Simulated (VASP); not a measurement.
# TiO2: vibrations by perturbation theory with LDA

TiO2:

```
CELL_PARAMETERS angstrom
4.54817 0.00000 0.00000
0.00000 4.54817 0.00000
0.00000 0.00000 2.91712
ATOMIC_POSITIONS crystal
Ti 0.00000 0.00000 0.00000
Ti 0.50000 0.50000 0.50000
O 0.30397 0.30397 0.00000
O 0.19603 0.80397 0.50000
O 0.69603 0.69603 0.00000
O 0.80397 0.19603 0.50000
```

| Property | Result |
| --- | --- |
| Program | VASP 6.6.1 |
| Task | vibrations by perturbation theory |
| Functional | LDA |
| Potentials or basis | VASP PAW LDA potentials, release 64 (Ti_sv, O) |
| Cutoff | 520 eV |
| k mesh | 4 × 4 × 6 |
| Occupations | gaussian, width 0.01 eV |
| Spin | no spin polarisation |
| Dipole correction | no |
| Further INCAR settings | ALGO = Normal; EDIFF = 1e-08; NBANDS = 33; IBRION = 8; NSW = 1 |

* Highest phonon frequency at Γ, LO-TO splitting left out: 822 cm⁻¹

Phonon frequencies in cm⁻¹ (negative: imaginary):
| q point | frequencies |
| --- | --- |
| (0.000, 0.000, 0.000) | -1 -1 0 111 132 150 150 152 388 388 399 418 469 469 494 494 618 822 |

Wall time 9.4 min on 1 thread of Intel(R) Xeon(R) Platinum 8375C CPU @ 2.90GHz (Ice Lake), on a shared host, peak memory 0.37 GiB.

Caveat: the cell wasn't relaxed at this level first, which shifts response properties.
